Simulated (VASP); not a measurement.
# Zr2Si5 in VASP: single point with PBE

Aim: the single point of Zr2Si5 with PBE.

All numbers are computed with VASP 6.6.1; they aren't measurements. Logs are shortened: lines on timing, memory, paths and dates and some standing lists are left out, and cuts for length are marked.

## Step 1: The cell of the first run

The cell holds a slab with vacuum, 14 atoms: a = 3.679 Å, b = 3.705 Å, c = 29.797 Å, α = 90.00°, β = 90.00°, γ = 90.00°.

## Step 2: Single point, PBE

Input file INCAR:

```
  ALGO = Normal
  EDIFF = 1E-7
  ENCUT = 520
  GGA = PE
  ISIF = 2
  ISMEAR = 0
  LASPH = True
  LCHARG = True
  LELF = True
  LREAL = False
  LVHAR = True
  LWAVE = False
  NBANDS = 57
  NELM = 80
  PREC = Accurate
  SIGMA = 0.1
```

Input file KPOINTS:

```
k-points
0
Gamma
  9 9 1
```

Input file POSCAR:

```
Zr2Si5
1.0
    3.6790720029      0.0000000000      0.0000000000
    0.0000000000      3.7051806738      0.0000000000
    0.0000000000      0.0000000000     29.7972630146
Si Zr
10 4
Direct
    0.2500000000      0.5000000000      0.2517009699
    0.7500000000      0.0000000000      0.2520109569
    0.2500000000      0.0000000000      0.3495751122
    0.7500000000      0.0000000000      0.4022808512
    0.2500000000      0.0000000000      0.4998450065
    0.7500000000      0.5000000000      0.5001549935
    0.2500000000      0.5000000000      0.5977191488
    0.7500000000      0.5000000000      0.6504248878
    0.2500000000      0.5000000000      0.7479890431
    0.7500000000      0.0000000000      0.7482990301
    0.7500000000      0.5000000000      0.3236522409
    0.2500000000      0.5000000000      0.4282037225
    0.7500000000      0.0000000000      0.5717962775
    0.2500000000      0.0000000000      0.6763477591
```

Potentials or basis: VASP PAW PBE potentials, release 64 (Si, Zr_sv).

The run is started by

```
> cat potpaw_PBE.64/Si/POTCAR potpaw_PBE.64/Zr_sv/POTCAR > POTCAR
> mpirun -np 1 vasp_std > vasp.out
```

OUTCAR:

```text
EDIFF = 1E-7
   ENCUT = 520
   GGA = PE
   ISIF = 2
   ISMEAR = 0
   LASPH = True
   LREAL = False
   NELM = 80
   PREC = Accurate

 ion  position               nearest neighbor table
   1  0.250  0.500  0.252-   2 2.61   2 2.61   2 2.61   2 2.61  11 2.82  11 2.82
   2  0.750  0.000  0.252-   1 2.61   1 2.61   1 2.61   1 2.61  11 2.83  11 2.83
   3  0.250  0.000  0.350-   4 2.42   4 2.42  11 2.72  11 2.72  11 2.72  11 2.72  12 2.99  12 2.99

   4  0.750  0.000  0.402-   3 2.42   3 2.42  12 2.72  12 2.72  12 2.72  12 2.72  11 2.99  11 2.99

   5  0.250  0.000  0.500-   6 2.61   6 2.61   6 2.61   6 2.61  13 2.82  13 2.82  12 2.83  12 2.83

   6  0.750  0.500  0.500-   5 2.61   5 2.61   5 2.61   5 2.61  12 2.82  12 2.82  13 2.83  13 2.83

   7  0.250  0.500  0.598-   8 2.42   8 2.42  13 2.72  13 2.72  13 2.72  13 2.72  14 2.99  14 2.99

   8  0.750  0.500  0.650-   7 2.42   7 2.42  14 2.72  14 2.72  14 2.72  14 2.72  13 2.99  13 2.99

   9  0.250  0.500  0.748-  10 2.61  10 2.61  10 2.61  10 2.61  14 2.83  14 2.83
  10  0.750  0.000  0.748-   9 2.61   9 2.61   9 2.61   9 2.61  14 2.82  14 2.82
  11  0.750  0.500  0.324-   3 2.72   3 2.72   3 2.72   3 2.72   1 2.82   1 2.82   2 2.83   2 2.83
                             4 2.99   4 2.99  12 3.62  12 3.62
  12  0.250  0.500  0.428-   4 2.72   4 2.72   4 2.72   4 2.72   6 2.82   6 2.82   5 2.83   5 2.83
                             3 2.99   3 2.99  11 3.62  11 3.62
  13  0.750  0.000  0.572-   7 2.72   7 2.72   7 2.72   7 2.72   5 2.82   5 2.82   6 2.83   6 2.83
                             8 2.99   8 2.99  14 3.62  14 3.62
  14  0.250  0.000  0.676-   8 2.72   8 2.72   8 2.72   8 2.72  10 2.82  10 2.82   9 2.83   9 2.83
                             7 2.99   7 2.99  13 3.62  13 3.62

  LATTYP: Found a simple orthorhombic cell.
 ALAT       =     3.6790720029
 B/A-ratio  =     1.0070965371
 C/A-ratio  =     8.0991247225

  Lattice vectors:

 A1 = (   3.6790720029,   0.0000000000,   0.0000000000)
 A2 = (   0.0000000000,   3.7051806738,   0.0000000000)
 A3 = (   0.0000000000,   0.0000000000,  29.7972630146)

Analysis of symmetry for initial positions (statically):
=====================================================================
 Subroutine PRICEL returns:
 Original cell was already a primitive cell.

 Routine SETGRP: Setting up the symmetry group for a
 simple orthorhombic supercell.

 Subroutine GETGRP returns: Found  8 space group operations
 (whereof  2 operations were pure point group operations)
 out of a pool of  8 trial point group operations.

The static configuration has the point symmetry C_1h.
 The point group associated with its full space group is D_2h.

Analysis of symmetry for dynamics (positions and initial velocities):
=====================================================================
 Subroutine PRICEL returns:
 Original cell was already a primitive cell.

 Routine SETGRP: Setting up the symmetry group for a
 simple orthorhombic supercell.

 Subroutine GETGRP returns: Found  8 space group operations
 (whereof  2 operations were pure point group operations)
 out of a pool of  8 trial point group operations.

The dynamic configuration has the point symmetry C_1h.
 The point group associated with its full space group is D_2h.

 Subroutine INISYM returns: Found  8 space group operations
 (whereof  2 operations are pure point group operations),
 and found     1 'primitive' translations

----------------------------------------------------------------------------------------

                                     Primitive cell

  volume of cell :     406.1852

  direct lattice vectors                    reciprocal lattice vectors
     3.679072003  0.000000000  0.000000000     0.271807673  0.000000000  0.000000000
     0.000000000  3.705180674  0.000000000     0.000000000  0.269892372  0.000000000
     0.000000000  0.000000000 29.797263015     0.000000000  0.000000000  0.033560129

  length of vectors
     3.679072003  3.705180674 29.797263015     0.271807673  0.269892372  0.033560129

  position of ions in fractional coordinates (direct lattice)
     0.250000000  0.500000000  0.251700970
     0.750000000  0.000000000  0.252010957
     0.250000000  0.000000000  0.349575112
     0.750000000  0.000000000  0.402280851
     0.250000000  0.000000000  0.499845007
     0.750000000  0.500000000  0.500154993
     0.250000000  0.500000000  0.597719149
     0.750000000  0.500000000  0.650424888
     0.250000000  0.500000000  0.747989043
     0.750000000  0.000000000  0.748299030
     0.750000000  0.500000000  0.323652241
     0.250000000  0.500000000  0.428203723
     0.750000000  0.000000000  0.571796277
     0.250000000  0.000000000  0.676347759

  ion indices of the primitive-cell ions
   primitive index   ion index
                 1           1
                 2           2
                 3           3
                 4           4
                 5           5
                 6           6
                 7           7
                 8           8
                 9           9
                10          10
                11          11
                12          12
                13          13
                14          14

----------------------------------------------------------------------------------------

 KPOINTS: k-points

Automatic generation of k-mesh.
 Grid dimensions read from file:
 generate k-points for:    9    9    1

 Generating k-lattice:

  Cartesian coordinates                     Fractional coordinates (reciprocal lattice)
     0.030200853  0.000000000  0.000000000     0.111111111  0.000000000  0.000000000
     0.000000000  0.029988041  0.000000000     0.000000000  0.111111111  0.000000000
     0.000000000  0.000000000  0.033560129     0.000000000  0.000000000  1.000000000

  Length of vectors
     0.030200853  0.029988041  0.033560129

  Shift w.r.t. Gamma in fractional coordinates (k-lattice)
     0.000000000  0.000000000  0.000000000

 Subroutine IBZKPT returns following result:
 ===========================================

 Found     25 irreducible k-points:

 Following reciprocal coordinates:
            Coordinates               Weight
  0.000000  0.000000  0.000000      1.000000
  0.111111  0.000000  0.000000      2.000000
  0.222222  0.000000  0.000000      2.000000
  0.333333  0.000000  0.000000      2.000000
  0.444444  0.000000  0.000000      2.000000
  0.000000  0.111111  0.000000      2.000000
[... 16 lines left out ...]
  0.222222  0.444444  0.000000      4.000000
  0.333333  0.444444  0.000000      4.000000
   k-points           NKPTS =     25   k-points in BZ     NKDIM =     25   number of bands    NBANDS=     57
   number of dos      NEDOS =    301   number of ions     NIONS =     14
   total plane-waves  NPLWV = 175616
   dimension x,y,z NGX =    28 NGY =   28 NGZ =  224
   dimension x,y,z NGXF=    56 NGYF=   56 NGZF=  448
   ions per type =              10   4
   NGX,Y,Z   is equivalent  to a cutoff of  12.65, 12.56, 12.50 a.u.
   NGXF,Y,Z  is equivalent  to a cutoff of  25.30, 25.13, 24.99 a.u.
 SYSTEM =  unknown system
   PREC   = accura    normal or accurate (medium, high low for compatibility)
   ISTART =      0    job   : 0-new  1-cont  2-samecut
   ICHARG =      2    charge: 1-file 2-atom 10-const
   ISPIN  =      1    spin polarized calculation?
   LNONCOLLINEAR =      F non collinear calculations
   LSORBIT =      F    spin-orbit coupling
   LASPH  =      T    aspherical Exc in radial PAW
   ENCUT  =  520.0 eV  38.22 Ry    6.18 a.u.   6.84  6.89 55.40*2*pi/ulx,y,z
   NELM   =     80;   NELMIN=  2; NELMDL= -5     # of ELM steps
   EDIFF  = 0.1E-06   stopping-criterion for ELM
   LREAL  =      F    real-space projection
   EDIFFG = 0.1E-05   stopping-criterion for IOM
   NSW    =      0    number of steps for IOM
   IBRION =     -1    ionic relax: 0-MD 1-quasi-New 2-CG
   NFREE  =      0    steps in history (QN), initial steepest desc. (CG)
   ISIF   =      2    stress and relaxation
   ISYM   =      2    0-nonsym 1-usesym 2-fastsym
   POTIM  = 0.5000    time-step for ionic-motion
   TEBEG  =    0.0;   TEEND  =   0.0 temperature during run
   PSTRESS=    0.0 pullay stress
   NELECT =      88.0000    total number of electrons
   NUPDOWN=      -1.0000    fix difference up-down
   EMIN   =  10.00;   EMAX   =-10.00  energy-range for DOS
   EFERMI =   0.00;   METHOD = LEGACY
   ISMEAR =     0;   SIGMA  =   0.10  broadening in eV -4-tet -1-fermi 0-gaus
   EFERMI_NEDOS =   21; number of points for ismear=-14 and -15
   IALGO  =     38    algorithm
   IMIX   =      4    mixing-type and parameters
     AMIX     =   0.40;   BMIX     =  1.00
     AMIX_MAG =   1.60;   BMIX_MAG =  1.00
  volume/ion in A,a.u.               =      29.01       195.79
  Fermi-wavevector in a.u.,A,eV,Ry     =   0.983243  1.858061 13.153671  0.966768
  Thomas-Fermi vector in A             =   2.114387
   LORBIT       =      0    0 simple, 1 ext, 2 COOP (PROOUT), +10 PAW based schemes
   GGA     = PE    functional components
   LHFCALC =     F    Hartree Fock is set to
   AEXX    =    0.0000 exact exchange contribution
   IVDW    =     0    specifies the selected vdW correction
   LEPSILON=     F    determine dielectric tensor
   LRPA    =     F    only Hartree local field effects (RPA)
 non-spin polarized calculation
 Gauss-broadening in eV      SIGMA  =   0.10
  energy-cutoff  :      520.00
  volume of cell :      406.19
 maximum number of plane-waves:     10984
 NGX is ok and might be reduce to    28
   NGX = 13   NGY = 13   NGZ =111

 number of electron      87.9999999 magnetization

 Free energy of the ion-electron system (eV)
  ---------------------------------------------------
  ext. energy  EPLUGINS =         0.00000000
  ---------------------------------------------------
  free energy    TOTEN  =       -93.07130251 eV

  energy without entropy =      -93.03063654  energy(sigma->0) =      -93.05096952

 E-fermi :   3.2965     XC(G=0):  -7.0098

 val. band max:        3.2953346023   @ k =   0.0000   0.0000   0.0000
 cond. band min:       3.2994595307   @ k =   0.4444   0.0000   0.0000
 fundamental gap:      0.0041249284
 Fermi energy:         3.2965434352

 k-point     1 :       0.0000    0.0000    0.0000
  band No.  band energies     occupation
      1     -45.3820      2.00000
      2     -45.3817      2.00000
      3     -45.2651      2.00000
      4     -45.2651      2.00000
      5     -23.5794      2.00000
      6     -23.5670      2.00000
[... 48 lines left out ...]
     55       5.7712      0.00000
     56       5.8634      0.00000

 k-point     2 :       0.1111    0.0000    0.0000
  band No.  band energies     occupation
      1     -45.3809      2.00000
      2     -45.3806      2.00000
      3     -45.2640      2.00000
      4     -45.2640      2.00000
      5     -23.5741      2.00000
      6     -23.5626      2.00000
[... 48 lines left out ...]
     55       5.9709      0.00000
     56       6.0446      0.00000
[... 1237 lines left out ...]
     55       6.3310      0.00000
     56       6.4219      0.00000

 k-point    24 :       0.3333    0.4444    0.0000
  band No.  band energies     occupation
      1     -45.3661      2.00000
      2     -45.3661      2.00000
      3     -45.2498      2.00000
      4     -45.2498      2.00000
      5     -23.6032      2.00000
      6     -23.6031      2.00000
[... 48 lines left out ...]
     55       6.6524      0.00000
     56       6.7258      0.00000

 [... further k-points ...]

 [bands above 56 left out]

------------------------ aborting loop because EDIFF is reached ----------------------------------------

  FORCE on cell =-STRESS in cart. coord.  units (eV):
  Direction    XX          YY          ZZ          XY          YZ          ZX
  --------------------------------------------------------------------------------------
  -------------------------------------------------------------------------------------
  Total       -4.0818260     -3.8012660      1.7026920     -0.0000000      0.0000000      0.0000000
  in kB      -16.1005615    -14.9939063      6.7161846     -0.0000000      0.0000000      0.0000000
  external PRESSURE =      -8.1260944 kB  Pullay stress =       0.0000000 kB

 VOLUME and BASIS-vectors are now :
 -----------------------------------------------------------------------------
  energy-cutoff  :      520.00
  volume of cell :      406.19
      direct lattice vectors                 reciprocal lattice vectors
     3.679072003  0.000000000  0.000000000     0.271807673  0.000000000  0.000000000
     0.000000000  3.705180674  0.000000000     0.000000000  0.269892372  0.000000000
     0.000000000  0.000000000 29.797263015     0.000000000  0.000000000  0.033560129

 POSITION                                       TOTAL-FORCE (eV/Angst)
 -----------------------------------------------------------------------------------
      0.91977      1.85259      7.50000         0.000000      0.000000     -0.176598
      2.75930      0.00000      7.50924         0.000000      0.000000     -0.244839
      0.91977      0.00000     10.41638         0.000000     -0.000000     -0.390090
      2.75930      0.00000     11.98687        -0.000000      0.000000     -0.039774
      0.91977      0.00000     14.89401        -0.000000      0.000000     -0.008508
      2.75930      1.85259     14.90325        -0.000000      0.000000      0.008508
      0.91977      1.85259     17.81039         0.000000      0.000000      0.039774
      2.75930      1.85259     19.38088         0.000000      0.000000      0.390090
      0.91977      1.85259     22.28803         0.000000      0.000000      0.244839
      2.75930      0.00000     22.29726         0.000000      0.000000      0.176598
      2.75930      1.85259      9.64395         0.000000      0.000000      0.741024
      0.91977      1.85259     12.75930         0.000000      0.000000      0.093581
      2.75930      0.00000     17.03796         0.000000      0.000000     -0.093581
      0.91977      0.00000     20.15331         0.000000     -0.000000     -0.741024
 -----------------------------------------------------------------------------------
    total drift:                               -0.000000      0.000000     -0.000000

  FREE ENERGIE OF THE ION-ELECTRON SYSTEM (eV)
  ---------------------------------------------------
  free  energy   TOTEN  =       -93.0713025123 eV

  energy  without entropy=      -93.0306365356  energy(sigma->0) =      -93.05096952
```

Wall time 35 min (1 thread of Intel Xeon 8259CL, shared host); peak memory 0.68 GiB.

What came out:

| Item | Value |
| --- | --- |
| Free energy | -93.0713 eV |
| Largest force | 0.741 eV/Å |
| Band gap on the k mesh | zero (bands 44 and 45 overlap by 1.01 eV) |

Forces on the atoms (eV/Å):
```
Si   0.000  0.000 -0.177
Si   0.000  0.000 -0.245
Si   0.000  0.000 -0.390
Si   0.000  0.000 -0.040
Si   0.000  0.000 -0.009
Si   0.000  0.000  0.009
Si   0.000  0.000  0.040
Si   0.000  0.000  0.390
Si   0.000  0.000  0.245
Si   0.000  0.000  0.177
Zr   0.000  0.000  0.741
Zr   0.000  0.000  0.094
Zr   0.000  0.000 -0.094
Zr   0.000  0.000 -0.741
```

Levels at points of the mesh, in eV from the Fermi level:
| k point | band 41 | band 42 | band 43 | band 44 | band 45 | band 46 | band 47 | band 48 |
| --- | --- | --- | --- | --- | --- | --- | --- | --- |
| (0.00, 0.00, 0.00) | -1.49 | -1.31 | -0.02 | 0.00 | 0.28 | 1.23 | 1.28 | 1.56 |
